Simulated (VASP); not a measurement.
Wanted: the native input for a VASP 6.6.1 run.

- Task: single point
- Functional: PBEsol
- Potentials or basis: VASP PAW PBE potentials, release 64 (Be, S)
- Cutoff: 520 eV
- k mesh: 8 × 8 × 8
- Occupations: gaussian, width 0.01 eV
- Spin: no spin polarisation
- Dipole correction: no
- Further INCAR settings: ALGO = Normal; EDIFF = 1e-06; NBANDS = 11

The structure of BeS lies in POSCAR:

```
BeS
1.0
    2.4189645438      2.4189645438      0.0000000000
   -2.4189645438      2.4189645438      0.0000000000
    0.0000000000      2.4189645438      2.4189645438
Be S
1 1
Direct
    0.0000000000      0.0000000000      0.0000000000
    0.7500000000      0.2500000000      0.5000000000
```

These files were run (other wordings do the same):

INCAR

```
SYSTEM = BeS
PREC = Accurate ; ENCUT = 520
EDIFF = 1E-6 ; ISMEAR = 0
SIGMA = 0.01 ; LREAL = .FALSE.
LASPH = .TRUE. ; NELM = 60
ALGO = Normal ; ISIF = 2
LWAVE = .FALSE. ; LCHARG = .FALSE.
GGA = PS ; NBANDS = 11
```

KPOINTS

```
regular mesh
0
G
  8 8 8
  0 0 0
```

Potentials or basis: VASP PAW PBE potentials, release 64 (Be, S).

The run is started by

```sh
$ cat potpaw_PBE.64/Be/POTCAR potpaw_PBE.64/S/POTCAR > POTCAR
$ mpirun -np 1 vasp_std > vasp.out
```

Results of the run:

* Pressure: 0.2 GPa
* Band gap on the k mesh: 2.91 eV, indirect (least direct gap 5.61 eV)

Caveat: the PAW data sets were made with another functional, which shifts forces and pressure a little.

Wall time 11 s on 1 thread of AMD EPYC 7R43 64-Core Processor (Zen 3), on a shared host, peak memory 0.11 GiB.
